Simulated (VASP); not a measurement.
# PbO (P4/nmm) in VASP: a series of runs

Runs on PbO. Level: PBE. Tasks: single point.

Everything below comes from runs of VASP 6.6.1. Logs are shortened: lines on timing, memory, paths and dates and some standing lists are left out, and cuts for length are marked.

## Step 1: The cell of the first run

The structure is tetragonal, space group P4/nmm (No. 129). Conventional cell: a = 3.915 Å, b = 3.915 Å, c = 5.022 Å, α = 90.00°, β = 90.00°, γ = 90.00°. Pb (site symmetry 4mm) has 4 O at 2.29 Å within 3.0 Å. O (site symmetry -4m2) has 4 Pb at 2.29 Å and 4 O at 2.77 Å within 3.0 Å.

## Step 2: Single point, PBE (strain -0.015 along x and y, +0.000 along z)

Contents of INCAR:

```
ALGO = Normal ; EDIFF = 1E-6
ENCUT = 520 ; GGA = PE
ISIF = 2 ; ISMEAR = 0
LASPH = True ; LCHARG = True
LELF = True ; LREAL = False
LVHAR = True ; LWAVE = False
NBANDS = 28 ; NELM = 100
PREC = Accurate ; SIGMA = 0.05
```

Contents of KPOINTS:

```
k-points
0
Gamma
  8 8 6
```

Contents of POSCAR:

```
PbO
1.0
    3.9147840000      0.0000000000      0.0000000000
    0.0000000000      3.9147840000      0.0000000000
    0.0000000000      0.0000000000      5.0220000000
Pb O
2 2
Direct
    0.0000000000      0.5000000000      0.2351000000
    0.5000000000      0.0000000000      0.7649000000
    0.0000000000      0.0000000000      0.0000000000
    0.5000000000      0.5000000000      0.0000000000
```

Potentials or basis: VASP PAW PBE potentials, release 64 (Pb_d, O).

On the command line:

```
> cat potpaw_PBE.64/Pb_d/POTCAR potpaw_PBE.64/O/POTCAR > POTCAR
> mpirun -np 1 vasp_std > vasp.out
```

OUTCAR:

```text
EDIFF = 1E-6
   ENCUT = 520
   GGA = PE
   ISIF = 2
   ISMEAR = 0
   LASPH = True
   LREAL = False
   NELM = 100
   PREC = Accurate

 ion  position               nearest neighbor table
   1  0.000  0.500  0.235-   3 2.29   4 2.29   3 2.29   4 2.29   2 3.64   2 3.64   2 3.64   2 3.64
                             2 3.84   2 3.84   2 3.84   2 3.84
   2  0.500  0.000  0.765-   3 2.29   4 2.29   4 2.29   3 2.29   1 3.64   1 3.64   1 3.64   1 3.64
                             1 3.84   1 3.84   1 3.84   1 3.84
   3  0.000  0.000  0.000-   1 2.29   2 2.29   1 2.29   2 2.29
   4  0.500  0.500  0.000-   1 2.29   2 2.29   2 2.29   1 2.29

  LATTYP: Found a simple tetragonal cell.
 ALAT       =     3.9147840000
 C/A-ratio  =     1.2828293975

  Lattice vectors:

 A1 = (   3.9147840000,   0.0000000000,   0.0000000000)
 A2 = (   0.0000000000,   3.9147840000,   0.0000000000)
 A3 = (   0.0000000000,   0.0000000000,   5.0220000000)

Analysis of symmetry for initial positions (statically):
=====================================================================
 Subroutine PRICEL returns:
 Original cell was already a primitive cell.

 Routine SETGRP: Setting up the symmetry group for a
 simple tetragonal supercell.

 Subroutine GETGRP returns: Found 16 space group operations
 (whereof  8 operations were pure point group operations)
 out of a pool of 16 trial point group operations.

The static configuration has the point symmetry D_2d.
 The point group associated with its full space group is D_4h.

Analysis of symmetry for dynamics (positions and initial velocities):
=====================================================================
 Subroutine PRICEL returns:
 Original cell was already a primitive cell.

 Routine SETGRP: Setting up the symmetry group for a
 simple tetragonal supercell.

 Subroutine GETGRP returns: Found 16 space group operations
 (whereof  8 operations were pure point group operations)
 out of a pool of 16 trial point group operations.

The dynamic configuration has the point symmetry D_2d.
 The point group associated with its full space group is D_4h.

 Subroutine INISYM returns: Found 16 space group operations
 (whereof  8 operations are pure point group operations),
 and found     1 'primitive' translations

----------------------------------------------------------------------------------------

                                     Primitive cell

  volume of cell :      76.9648

  direct lattice vectors                    reciprocal lattice vectors
     3.914784000  0.000000000  0.000000000     0.255441935  0.000000000  0.000000000
     0.000000000  3.914784000  0.000000000     0.000000000  0.255441935  0.000000000
     0.000000000  0.000000000  5.022000000     0.000000000  0.000000000  0.199123855

  length of vectors
     3.914784000  3.914784000  5.022000000     0.255441935  0.255441935  0.199123855

  position of ions in fractional coordinates (direct lattice)
     0.000000000  0.500000000  0.235100000
     0.500000000  0.000000000  0.764900000
     0.000000000  0.000000000  0.000000000
     0.500000000  0.500000000  0.000000000

  ion indices of the primitive-cell ions
   primitive index   ion index
                 1           1
                 2           2
                 3           3
                 4           4

----------------------------------------------------------------------------------------

 KPOINTS: k-points

Automatic generation of k-mesh.
 Grid dimensions read from file:
 generate k-points for:    8    8    6

 Generating k-lattice:

  Cartesian coordinates                     Fractional coordinates (reciprocal lattice)
     0.031930242  0.000000000  0.000000000     0.125000000  0.000000000  0.000000000
     0.000000000  0.031930242  0.000000000     0.000000000  0.125000000  0.000000000
     0.000000000  0.000000000  0.033187309     0.000000000  0.000000000  0.166666667

  Length of vectors
     0.031930242  0.031930242  0.033187309

  Shift w.r.t. Gamma in fractional coordinates (k-lattice)
     0.000000000  0.000000000  0.000000000

 Subroutine IBZKPT returns following result:
 ===========================================

 Found     60 irreducible k-points:

 Following reciprocal coordinates:
            Coordinates               Weight
  0.000000  0.000000  0.000000      1.000000
  0.125000  0.000000  0.000000      4.000000
  0.250000  0.000000  0.000000      4.000000
  0.375000  0.000000  0.000000      4.000000
  0.500000  0.000000  0.000000      2.000000
  0.125000  0.125000  0.000000      4.000000
[... 16 lines left out ...]
  0.375000  0.125000  0.166667     16.000000
  0.500000  0.125000  0.166667      8.000000
 [... further k-points ...]
   k-points           NKPTS =     60   k-points in BZ     NKDIM =     60   number of bands    NBANDS=     28
   number of dos      NEDOS =    301   number of ions     NIONS =      4
   total plane-waves  NPLWV =  36000
   dimension x,y,z NGX =    30 NGY =   30 NGZ =   40
   dimension x,y,z NGXF=    60 NGYF=   60 NGZF=   80
   ions per type =               2   2
   NGX,Y,Z   is equivalent  to a cutoff of  12.74, 12.74, 13.24 a.u.
   NGXF,Y,Z  is equivalent  to a cutoff of  25.48, 25.48, 26.48 a.u.
 SYSTEM =  unknown system
   PREC   = accura    normal or accurate (medium, high low for compatibility)
   ISTART =      0    job   : 0-new  1-cont  2-samecut
   ICHARG =      2    charge: 1-file 2-atom 10-const
   ISPIN  =      1    spin polarized calculation?
   LNONCOLLINEAR =      F non collinear calculations
   LSORBIT =      F    spin-orbit coupling
   LASPH  =      T    aspherical Exc in radial PAW
   ENCUT  =  520.0 eV  38.22 Ry    6.18 a.u.   7.28  7.28  9.34*2*pi/ulx,y,z
   NELM   =    100;   NELMIN=  2; NELMDL= -5     # of ELM steps
   EDIFF  = 0.1E-05   stopping-criterion for ELM
   LREAL  =      F    real-space projection
   EDIFFG = 0.1E-04   stopping-criterion for IOM
   NSW    =      0    number of steps for IOM
   IBRION =     -1    ionic relax: 0-MD 1-quasi-New 2-CG
   NFREE  =      0    steps in history (QN), initial steepest desc. (CG)
   ISIF   =      2    stress and relaxation
   ISYM   =      2    0-nonsym 1-usesym 2-fastsym
   POTIM  = 0.5000    time-step for ionic-motion
   TEBEG  =    0.0;   TEEND  =   0.0 temperature during run
   PSTRESS=    0.0 pullay stress
   NELECT =      40.0000    total number of electrons
   NUPDOWN=      -1.0000    fix difference up-down
   EMIN   =  10.00;   EMAX   =-10.00  energy-range for DOS
   EFERMI =   0.00;   METHOD = LEGACY
   ISMEAR =     0;   SIGMA  =   0.05  broadening in eV -4-tet -1-fermi 0-gaus
   EFERMI_NEDOS =   21; number of points for ismear=-14 and -15
   IALGO  =     38    algorithm
   IMIX   =      4    mixing-type and parameters
     AMIX     =   0.40;   BMIX     =  1.00
     AMIX_MAG =   1.60;   BMIX_MAG =  1.00
  volume/ion in A,a.u.               =      19.24       129.85
  Fermi-wavevector in a.u.,A,eV,Ry     =   1.316227  2.487308 23.571453  1.732453
  Thomas-Fermi vector in A             =   2.446354
   LORBIT       =      0    0 simple, 1 ext, 2 COOP (PROOUT), +10 PAW based schemes
   GGA     = PE    functional components
   LHFCALC =     F    Hartree Fock is set to
   AEXX    =    0.0000 exact exchange contribution
   IVDW    =     0    specifies the selected vdW correction
   LEPSILON=     F    determine dielectric tensor
   LRPA    =     F    only Hartree local field effects (RPA)
 non-spin polarized calculation
 Gauss-broadening in eV      SIGMA  =   0.05
  energy-cutoff  :      520.00
  volume of cell :       76.96
 maximum number of plane-waves:      2096
 NGX is ok and might be reduce to    30
   NGX = 15   NGY = 15   NGZ = 19

 number of electron      39.9999994 magnetization

 Free energy of the ion-electron system (eV)
  ---------------------------------------------------
  ext. energy  EPLUGINS =         0.00000000
  ---------------------------------------------------
  free energy    TOTEN  =       -21.30476901 eV

  energy without entropy =      -21.30476901  energy(sigma->0) =      -21.30476901

 E-fermi :   5.8870     XC(G=0):  -9.9881

 val. band max:        5.6059328741   @ k =   0.0000   0.0000   0.0000
 cond. band min:       6.7620896701   @ k =   0.5000   0.5000   0.0000
 fundamental gap:      1.1561567960
 Fermi energy:         5.8869707458

 k-point     1 :       0.0000    0.0000    0.0000
  band No.  band energies     occupation
      1     -13.2460      2.00000
      2     -12.5853      2.00000
      3     -10.5498      2.00000
      4     -10.5498      2.00000
      5     -10.4747      2.00000
      6     -10.4744      2.00000
[... 20 lines left out ...]
     27      13.1478      0.00000
     28      13.6879      0.00000

 k-point     2 :       0.1250    0.0000    0.0000
  band No.  band energies     occupation
      1     -13.2069      2.00000
      2     -12.5998      2.00000
      3     -10.5416      2.00000
      4     -10.5400      2.00000
      5     -10.4635      2.00000
      6     -10.4612      2.00000
[... 20 lines left out ...]
     27      13.3925      0.00000
     28      14.7856      0.00000

 k-point     3 :       0.2500    0.0000    0.0000
  band No.  band energies     occupation
      1     -13.1040      2.00000
      2     -12.6460      2.00000
      3     -10.5186      2.00000
      4     -10.5124      2.00000
      5     -10.4345      2.00000
      6     -10.4222      2.00000
[... 20 lines left out ...]
     27      13.6808      0.00000
     28      16.6947      0.00000

 k-point     4 :       0.3750    0.0000    0.0000
  band No.  band energies     occupation
      1     -12.9705      2.00000
      2     -12.7268      2.00000
      3     -10.4859      2.00000
      4     -10.4759      2.00000
      5     -10.4228      2.00000
      6     -10.4180      2.00000
[... 20 lines left out ...]
     27      14.1332      0.00000
     28      16.0919      0.00000

 k-point     5 :       0.5000    0.0000    0.0000
  band No.  band energies     occupation
      1     -12.8384      2.00000
      2     -12.8384      2.00000
      3     -10.4505      2.00000
      4     -10.4505      2.00000
      5     -10.4420      2.00000
      6     -10.4420      2.00000
[... 20 lines left out ...]
     27      14.8995      0.00000
     28      14.8995      0.00000

 k-point     6 :       0.1250    0.1250    0.0000
  band No.  band energies     occupation
      1     -13.1705      2.00000
      2     -12.6129      2.00000
      3     -10.5453      2.00000
      4     -10.5166      2.00000
      5     -10.4549      2.00000
      6     -10.4490      2.00000
[... 463 lines left out ...]
      5     -10.4607      2.00000
      6     -10.4403      2.00000
[... 20 lines left out ...]
     27      14.0839      0.00000
     28      15.2753      0.00000

 k-point    22 :       0.2500    0.1250    0.1667
  band No.  band energies     occupation
      1     -13.0738      2.00000
      2     -12.6542      2.00000
      3     -10.5172      2.00000
      4     -10.4869      2.00000
      5     -10.4346      2.00000
      6     -10.4084      2.00000
[... 20 lines left out ...]
     27      14.6849      0.00000
     28      16.0618      0.00000

 k-point    23 :       0.3750    0.1250    0.1667
  band No.  band energies     occupation
      1     -12.9533      2.00000
      2     -12.7300      2.00000
      3     -10.4912      2.00000
      4     -10.4605      2.00000
      5     -10.4295      2.00000
      6     -10.4040      2.00000
[... 20 lines left out ...]
     27      14.9005      0.00000
     28      15.4120      0.00000

 k-point    24 :       0.5000    0.1250    0.1667
  band No.  band energies     occupation
      1     -12.8331      2.00000
      2     -12.8331      2.00000
      3     -10.4654      2.00000
      4     -10.4654      2.00000
      5     -10.4218      2.00000
      6     -10.4218      2.00000
[... 20 lines left out ...]
     27      15.1131      0.00000
     28      15.1131      0.00000

 [... further k-points ...]

------------------------ aborting loop because EDIFF is reached ----------------------------------------

  FORCE on cell =-STRESS in cart. coord.  units (eV):
  Direction    XX          YY          ZZ          XY          YZ          ZX
  --------------------------------------------------------------------------------------
  -------------------------------------------------------------------------------------
  Total        4.2785481      4.2785481      3.2194114      0.0000000     -0.0000000      0.0000000
  in kB       89.0665600     89.0665600     67.0185058      0.0000000     -0.0000000      0.0000000
  external PRESSURE =      81.7172086 kB  Pullay stress =       0.0000000 kB

 VOLUME and BASIS-vectors are now :
 -----------------------------------------------------------------------------
  energy-cutoff  :      520.00
  volume of cell :       76.96
      direct lattice vectors                 reciprocal lattice vectors
     3.914784000  0.000000000  0.000000000     0.255441935  0.000000000  0.000000000
     0.000000000  3.914784000  0.000000000     0.000000000  0.255441935  0.000000000
     0.000000000  0.000000000  5.022000000     0.000000000  0.000000000  0.199123855

 POSITION                                       TOTAL-FORCE (eV/Angst)
 -----------------------------------------------------------------------------------
      0.00000      1.95739      1.18067        -0.000000      0.000000      0.892667
      1.95739      0.00000      3.84133         0.000000      0.000000     -0.892667
      0.00000      0.00000      0.00000         0.000000      0.000000      0.000000
      1.95739      1.95739      0.00000         0.000000     -0.000000      0.000000
 -----------------------------------------------------------------------------------
    total drift:                                0.000000      0.000000     -0.000000

  FREE ENERGIE OF THE ION-ELECTRON SYSTEM (eV)
  ---------------------------------------------------
  free  energy   TOTEN  =       -21.3047690086 eV

  energy  without entropy=      -21.3047690086  energy(sigma->0) =      -21.30476901
```

It took 60 s on 1 thread of Intel Xeon 6975P-C (Granite Rapids), shared host; peak memory 0.24 GiB.

What came out:

* Free energy: -21.3048 eV
* Pressure: 8.2 GPa
* Largest force: 0.893 eV/Å
* Band gap on the k mesh: 1.16 eV, indirect (least direct gap 2.39 eV)

Forces in eV/Å, atoms in the order of the input:
```
Pb   0.000  0.000  0.893
Pb   0.000  0.000 -0.893
O    0.000  0.000  0.000
O    0.000  0.000  0.000
```

Caveat: the cell differs from its parent crystal (strain -0.015 along x and y, +0.000 along z); spin-orbit coupling is left out, which moves the levels of the heavy elements. A k mesh can miss the band edges.

[end of part 1 of 2]
